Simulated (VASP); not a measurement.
# SnO2 (Pnnm) in VASP: notebook

SnO2 is run at these levels: LDA; tasks: single point.

All numbers are computed with VASP 6.6.1; they aren't measurements. Logs are shortened: lines on timing, memory, paths and dates and some standing lists are left out, and cuts for length are marked.

## Step 1: The cell of the first run

The structure is orthorhombic, space group Pnnm (No. 58). The conventional cell has a = 4.551 Å, b = 4.551 Å, c = 3.075 Å, α = 90.00°, β = 90.00°, γ = 90.00°. Within 2.6 Å of Sn (site symmetry 2/m) lie 6 O at 1.93 to 2.06 Å. O (site symmetry m) has 3 Sn at 1.93 to 2.06 Å and 1 O at 2.34 Å within 2.6 Å.

## Step 2: Single point, LDA (atoms shifted along a free coordinate)

Contents of INCAR:

```
SYSTEM = SnO2
ALGO = Normal
EDIFF = 1E-6
ENCUT = 520
ISIF = 2
ISMEAR = 0
LASPH = .TRUE.
LCHARG = .TRUE.
LELF = .TRUE.
LREAL = .FALSE.
LVHAR = .TRUE.
LWAVE = .FALSE.
NBANDS = 35
NELM = 80
PREC = Accurate
SIGMA = 0.05
```

Contents of KPOINTS:

```
k-points
0
G
  6 6 8
  0 0 0
```

Contents of POSCAR:

```
SnO2
1.0
    4.5508719057      0.0000000000      0.0000000000
    0.0000000000      4.5514309592      0.0000000000
    0.0000000000      0.0000000000      3.0745939119
Sn O
2 4
Direct
    0.5000000000      0.5000000000      0.5000000000
    0.0000000000      0.0000000000      0.0000000000
    0.3059833077      0.3321134587      0.0000000000
    0.8059833077      0.1678865413      0.5000000000
    0.1940166923      0.8321134587      0.5000000000
    0.6940166923      0.6678865413      0.0000000000
```

Potentials or basis: VASP PAW LDA potentials, release 64 (Sn_d, O).

Launch:

```bash
cat potpaw_LDA.64/Sn_d/POTCAR potpaw_LDA.64/O/POTCAR > POTCAR
mpirun -np 1 vasp_std > vasp.out
```

OUTCAR:

```text
SYSTEM = SnO2
   EDIFF = 1E-6
   ENCUT = 520
   ISIF = 2
   ISMEAR = 0
   LASPH = .TRUE.
   LREAL = .FALSE.
   NELM = 80
   PREC = Accurate

 ion  position               nearest neighbor table
   1  0.500  0.500  0.500-   6 1.93   6 1.93   3 1.93   3 1.93   5 2.06   4 2.06   2 3.57   2 3.57
                             2 3.57   2 3.57   2 3.57   2 3.57   2 3.57   2 3.57
   2  0.000  0.000  0.000-   4 1.93   4 1.93   5 1.93   5 1.93   3 2.06   6 2.06   1 3.57   1 3.57
                             1 3.57   1 3.57   1 3.57   1 3.57   1 3.57   1 3.57
   3  0.306  0.332  0.000-   1 1.93   1 1.93   2 2.06
   4  0.806  0.168  0.500-   2 1.93   2 1.93   1 2.06
   5  0.194  0.832  0.500-   2 1.93   2 1.93   1 2.06
   6  0.694  0.668  0.000-   1 1.93   1 1.93   2 2.06

  LATTYP: Found a simple orthorhombic cell.
 ALAT       =     3.0745939119
 B/A-ratio  =     1.4801538142
 C/A-ratio  =     1.4803356442

  Lattice vectors:

 A1 = (   0.0000000000,   0.0000000000,   3.0745939119)
 A2 = (   4.5508719057,   0.0000000000,   0.0000000000)
 A3 = (   0.0000000000,   4.5514309592,   0.0000000000)

Analysis of symmetry for initial positions (statically):
=====================================================================
 Subroutine PRICEL returns:
 Original cell was already a primitive cell.

 Routine SETGRP: Setting up the symmetry group for a
 simple orthorhombic supercell.

 Subroutine GETGRP returns: Found  8 space group operations
 (whereof  4 operations were pure point group operations)
 out of a pool of  8 trial point group operations.

The static configuration has the point symmetry C_2h.
 The point group associated with its full space group is D_2h.

Analysis of symmetry for dynamics (positions and initial velocities):
=====================================================================
 Subroutine PRICEL returns:
 Original cell was already a primitive cell.

 Routine SETGRP: Setting up the symmetry group for a
 simple orthorhombic supercell.

 Subroutine GETGRP returns: Found  8 space group operations
 (whereof  4 operations were pure point group operations)
 out of a pool of  8 trial point group operations.

The dynamic configuration has the point symmetry C_2h.
 The point group associated with its full space group is D_2h.

 Subroutine INISYM returns: Found  8 space group operations
 (whereof  4 operations are pure point group operations),
 and found     1 'primitive' translations

----------------------------------------------------------------------------------------

                                     Primitive cell

  volume of cell :      63.6840

  direct lattice vectors                    reciprocal lattice vectors
     4.550871906  0.000000000  0.000000000     0.219738112  0.000000000  0.000000000
     0.000000000  4.551430959  0.000000000     0.000000000  0.219711121  0.000000000
     0.000000000  0.000000000  3.074593912     0.000000000  0.000000000  0.325246204

  length of vectors
     4.550871906  4.551430959  3.074593912     0.219738112  0.219711121  0.325246204

  position of ions in fractional coordinates (direct lattice)
     0.500000000  0.500000000  0.500000000
     0.000000000  0.000000000  0.000000000
     0.305983308  0.332113459  0.000000000
     0.805983308  0.167886541  0.500000000
     0.194016692  0.832113459  0.500000000
     0.694016692  0.667886541  0.000000000

  ion indices of the primitive-cell ions
   primitive index   ion index
                 1           1
                 2           2
                 3           3
                 4           4
                 5           5
                 6           6

----------------------------------------------------------------------------------------

 KPOINTS: k-points

Automatic generation of k-mesh.
 Grid dimensions read from file:
 generate k-points for:    6    6    8

 Generating k-lattice:

  Cartesian coordinates                     Fractional coordinates (reciprocal lattice)
     0.036623019  0.000000000  0.000000000     0.166666667  0.000000000  0.000000000
     0.000000000  0.036618520  0.000000000     0.000000000  0.166666667  0.000000000
     0.000000000  0.000000000  0.040655776     0.000000000  0.000000000  0.125000000

  Length of vectors
     0.036623019  0.036618520  0.040655776

  Shift w.r.t. Gamma in fractional coordinates (k-lattice)
     0.000000000  0.000000000  0.000000000

 Subroutine IBZKPT returns following result:
 ===========================================

 Found     80 irreducible k-points:

 Following reciprocal coordinates:
            Coordinates               Weight
  0.000000  0.000000  0.000000      1.000000
  0.166667  0.000000  0.000000      2.000000
  0.333333  0.000000  0.000000      2.000000
  0.500000  0.000000  0.000000      1.000000
  0.000000  0.166667  0.000000      2.000000
  0.166667  0.166667  0.000000      4.000000
[... 16 lines left out ...]
  0.333333  0.166667  0.125000      8.000000
  0.500000  0.166667  0.125000      4.000000
 [... further k-points ...]
   k-points           NKPTS =     80   k-points in BZ     NKDIM =     80   number of bands    NBANDS=     35
   number of dos      NEDOS =    301   number of ions     NIONS =      6
   total plane-waves  NPLWV =  31104
   dimension x,y,z NGX =    36 NGY =   36 NGZ =   24
   dimension x,y,z NGXF=    72 NGYF=   72 NGZF=   48
   ions per type =               2   4
   NGX,Y,Z   is equivalent  to a cutoff of  13.15, 13.15, 12.98 a.u.
   NGXF,Y,Z  is equivalent  to a cutoff of  26.30, 26.30, 25.95 a.u.
 SYSTEM =  SnO2
   PREC   = accura    normal or accurate (medium, high low for compatibility)
   ISTART =      0    job   : 0-new  1-cont  2-samecut
   ICHARG =      2    charge: 1-file 2-atom 10-const
   ISPIN  =      1    spin polarized calculation?
   LNONCOLLINEAR =      F non collinear calculations
   LSORBIT =      F    spin-orbit coupling
   LASPH  =      T    aspherical Exc in radial PAW
   ENCUT  =  520.0 eV  38.22 Ry    6.18 a.u.   8.46  8.46  5.72*2*pi/ulx,y,z
   NELM   =     80;   NELMIN=  2; NELMDL= -5     # of ELM steps
   EDIFF  = 0.1E-05   stopping-criterion for ELM
   LREAL  =      F    real-space projection
   EDIFFG = 0.1E-04   stopping-criterion for IOM
   NSW    =      0    number of steps for IOM
   IBRION =     -1    ionic relax: 0-MD 1-quasi-New 2-CG
   NFREE  =      0    steps in history (QN), initial steepest desc. (CG)
   ISIF   =      2    stress and relaxation
   ISYM   =      2    0-nonsym 1-usesym 2-fastsym
   POTIM  = 0.5000    time-step for ionic-motion
   TEBEG  =    0.0;   TEEND  =   0.0 temperature during run
   PSTRESS=    0.0 pullay stress
   NELECT =      52.0000    total number of electrons
   NUPDOWN=      -1.0000    fix difference up-down
   EMIN   =  10.00;   EMAX   =-10.00  energy-range for DOS
   EFERMI =   0.00;   METHOD = LEGACY
   ISMEAR =     0;   SIGMA  =   0.05  broadening in eV -4-tet -1-fermi 0-gaus
   EFERMI_NEDOS =   21; number of points for ismear=-14 and -15
   IALGO  =     38    algorithm
   IMIX   =      4    mixing-type and parameters
     AMIX     =   0.40;   BMIX     =  1.00
     AMIX_MAG =   1.60;   BMIX_MAG =  1.00
  volume/ion in A,a.u.               =      10.61        71.63
  Fermi-wavevector in a.u.,A,eV,Ry     =   1.530145  2.891554 31.855903  2.341343
  Thomas-Fermi vector in A             =   2.637668
   LORBIT       =      0    0 simple, 1 ext, 2 COOP (PROOUT), +10 PAW based schemes
   GGA     = CA    functional components
   LHFCALC =     F    Hartree Fock is set to
   AEXX    =    0.0000 exact exchange contribution
   IVDW    =     0    specifies the selected vdW correction
   LEPSILON=     F    determine dielectric tensor
   LRPA    =     F    only Hartree local field effects (RPA)
 non-spin polarized calculation
 Gauss-broadening in eV      SIGMA  =   0.05
  energy-cutoff  :      520.00
  volume of cell :       63.68
 maximum number of plane-waves:      1736
 NGX is ok and might be reduce to    36
   NGX = 17   NGY = 17   NGZ = 11

 number of electron      52.0000048 magnetization

 Free energy of the ion-electron system (eV)
  ---------------------------------------------------
  ext. energy  EPLUGINS =         0.00000000
  ---------------------------------------------------
  free energy    TOTEN  =       -40.93449821 eV

  energy without entropy =      -40.93449821  energy(sigma->0) =      -40.93449821

 E-fermi :   7.5559     XC(G=0): -12.4017

 val. band max:        7.2551937050   @ k =   0.0000   0.0000   0.0000
 cond. band min:      10.0657539744   @ k =   0.0000   0.0000   0.0000
 fundamental gap:      2.8105602694
 Fermi energy:         7.5559314791

 k-point     1 :       0.0000    0.0000    0.0000
  band No.  band energies     occupation
      1     -14.0495      2.00000
      2     -13.5389      2.00000
      3     -12.4434      2.00000
      4     -12.4307      2.00000
      5     -12.3693      2.00000
      6     -12.1627      2.00000
[... 27 lines left out ...]
     34      19.9774      0.00000
     35      20.3708      0.00000

 k-point     2 :       0.1667    0.0000    0.0000
  band No.  band energies     occupation
      1     -14.0063      2.00000
      2     -13.5409      2.00000
      3     -12.4406      2.00000
      4     -12.4294      2.00000
      5     -12.3720      2.00000
      6     -12.1961      2.00000
[... 27 lines left out ...]
     34      20.0306      0.00000
     35      20.2845      0.00000

 k-point     3 :       0.3333    0.0000    0.0000
  band No.  band energies     occupation
      1     -13.8858      2.00000
      2     -13.5891      2.00000
      3     -12.4340      2.00000
      4     -12.4272      2.00000
      5     -12.3790      2.00000
      6     -12.3264      2.00000
[... 27 lines left out ...]
     34      20.3208      0.00000
     35      20.5101      0.00000
[... 723 lines left out ...]
 k-point    23 :       0.3333    0.1667    0.1250
  band No.  band energies     occupation
      1     -13.7554      2.00000
      2     -13.4543      2.00000
      3     -12.8228      2.00000
      4     -12.7489      2.00000
      5     -12.2930      2.00000
      6     -12.2156      2.00000
[... 27 lines left out ...]
     34      20.2707      0.00000
     35      20.6868      0.00000

 k-point    24 :       0.5000    0.1667    0.1250
  band No.  band energies     occupation
      1     -13.6109      2.00000
      2     -13.6109      2.00000
      3     -12.7895      2.00000
      4     -12.7895      2.00000
      5     -12.2583      2.00000
      6     -12.2583      2.00000
[... 27 lines left out ...]
     34      20.0565      0.00000
     35      21.1349      0.00000

 [... further k-points ...]

------------------------ aborting loop because EDIFF is reached ----------------------------------------

  FORCE on cell =-STRESS in cart. coord.  units (eV):
  Direction    XX          YY          ZZ          XY          YZ          ZX
  --------------------------------------------------------------------------------------
  -------------------------------------------------------------------------------------
  Total       13.1153468     11.4083944     21.7375014     -0.0000000      0.0000000      0.0000000
  in kB      329.9590365    287.0151187    546.8772690     -0.0000000      0.0000000      0.0000000
  external PRESSURE =     387.9504747 kB  Pullay stress =       0.0000000 kB

 VOLUME and BASIS-vectors are now :
 -----------------------------------------------------------------------------
  energy-cutoff  :      520.00
  volume of cell :       63.68
      direct lattice vectors                 reciprocal lattice vectors
     4.550871906  0.000000000  0.000000000     0.219738112  0.000000000  0.000000000
     0.000000000  4.551430959  0.000000000     0.000000000  0.219711121  0.000000000
     0.000000000  0.000000000  3.074593912     0.000000000  0.000000000  0.325246204

 POSITION                                       TOTAL-FORCE (eV/Angst)
 -----------------------------------------------------------------------------------
      2.27544      2.27572      1.53730         0.000000     -0.000000      0.000000
      0.00000      0.00000      0.00000         0.000000     -0.000000      0.000000
      1.39249      1.51159      0.00000        -2.537302     -2.270701      0.000000
      3.66793      0.76412      1.53730        -2.537302      2.270701     -0.000000
      0.88295      3.78731      1.53730         2.537302     -2.270701      0.000000
      3.15838      3.03984      0.00000         2.537302      2.270701      0.000000
 -----------------------------------------------------------------------------------
    total drift:                                0.000000     -0.000000     -0.000000

  FREE ENERGIE OF THE ION-ELECTRON SYSTEM (eV)
  ---------------------------------------------------
  free  energy   TOTEN  =       -40.9344982111 eV

  energy  without entropy=      -40.9344982111  energy(sigma->0) =      -40.93449821
```

It took 89 s on 1 thread of AMD EPYC 9R45 (Zen 5), shared host; peak memory 0.22 GiB.

Results:

| Item | Value |
| --- | --- |
| Free energy | -40.9345 eV |
| Pressure | 38.8 GPa |
| Largest force | 3.405 eV/Å |
| Band gap on the k mesh | 2.81 eV |

Forces on the atoms (eV/Å):
```
Sn   0.000  0.000  0.000
Sn   0.000  0.000  0.000
O   -2.537 -2.271  0.000
O   -2.537  2.271  0.000
O    2.537 -2.271  0.000
O    2.537  2.271  0.000
```

Caveat: the cell differs from its parent crystal (atoms shifted along a free coordinate); the cell stands under pressure; spin-orbit coupling is left out, which moves the levels of the heavy elements; forces of over 1 eV/Å act on the atoms, so gaps and moduli don't describe the material at rest.

## Step 3: Single point, LDA (atoms shifted along a free coordinate)

Contents of INCAR:

```
SYSTEM = SnO2
  PREC = Accurate
  ENCUT = 520
  EDIFF = 1E-7
  ISMEAR = 0
  SIGMA = 0.05
  LREAL = .FALSE.
  LASPH = .TRUE.
  NELM = 80
  ALGO = Normal
  ISIF = 2
  LWAVE = .FALSE.
  LCHARG = .FALSE.
  GGA = CA
  NBANDS = 35
```

Contents of KPOINTS:

```
Automatic mesh
0
G
  6 6 8
  0 0 0
```

Contents of POSCAR:

```
SnO2
1.0
    4.5508719057      0.0000000000      0.0000000000
    0.0000000000      4.5514309592      0.0000000000
    0.0000000000      0.0000000000      3.0745939119
Sn O
2 4
Direct
    0.5000000000      0.5000000000      0.5000000000
    0.0000000000      0.0000000000      0.0000000000
    0.3059833077      0.2932176170      0.0000000000
    0.8059833077      0.2067823830      0.5000000000
    0.1940166923      0.7932176170      0.5000000000
    0.6940166923      0.7067823830      0.0000000000
```

Potentials or basis: VASP PAW LDA potentials, release 64 (Sn_d, O).

Launch:

```bash
cat potpaw_LDA.64/Sn_d/POTCAR potpaw_LDA.64/O/POTCAR > POTCAR
mpirun -np 1 vasp_std > vasp.out
```

Wall time 88 s (1 thread of AMD EPYC 9R45 (Zen 5), shared host); peak memory 0.22 GiB.

The run converged. Its results:

- Free energy: -41.5134 eV
- Pressure: 31.6 GPa
- Largest force: 0.953 eV/Å
- Band gap on the k mesh: 2.48 eV

Forces on the atoms (eV/Å):
```
Sn   0.000  0.000  0.000
Sn   0.000  0.000  0.000
O    0.699  0.647  0.000
O    0.699 -0.647  0.000
O   -0.699  0.647  0.000
O   -0.699 -0.647  0.000
```

Stress tensor (GPa, compression positive):
```
31.73  0.00  0.00
 0.00 30.24  0.00
 0.00  0.00 32.81
```

Levels at points of the mesh, in eV from the valence-band top:
```tsv
k point	band 22	band 23	band 24	band 25	band 26	band 27	band 28	band 29	band 30	band 31
(0.00, 0.00, 0.00)	-1.24	-1.20	-0.95	-0.91	0.00	2.48	6.60	6.62	7.20	10.44
(0.50, 0.00, 0.00)	-2.37	-1.20	-1.20	-0.71	-0.71	5.66	5.66	7.73	7.73	12.10
(0.00, 0.50, 0.00)	-2.21	-1.20	-1.20	-0.64	-0.64	5.59	5.59	7.46	7.46	12.24
(0.50, 0.50, 0.00)	-2.51	-1.33	-1.33	-1.03	-1.03	6.23	6.23	8.24	8.24	12.07
(0.00, 0.00, 0.50)	-2.98	-2.07	-2.07	-1.43	-1.43	7.34	7.34	10.32	10.32	11.27
(0.50, 0.00, 0.50)	-1.89	-1.40	-1.40	-0.56	-0.56	7.65	7.65	8.77	8.77	11.91
(0.00, 0.50, 0.50)	-2.04	-1.30	-1.30	-0.65	-0.65	7.70	7.70	8.84	8.84	11.63
(0.50, 0.50, 0.50)	-2.16	-1.03	-1.03	-0.97	-0.97	5.55	5.55	9.33	9.33	11.86
```

Caveat: the cell differs from its parent crystal (atoms shifted along a free coordinate); the cell stands under pressure; spin-orbit coupling is left out, which moves the levels of the heavy elements.
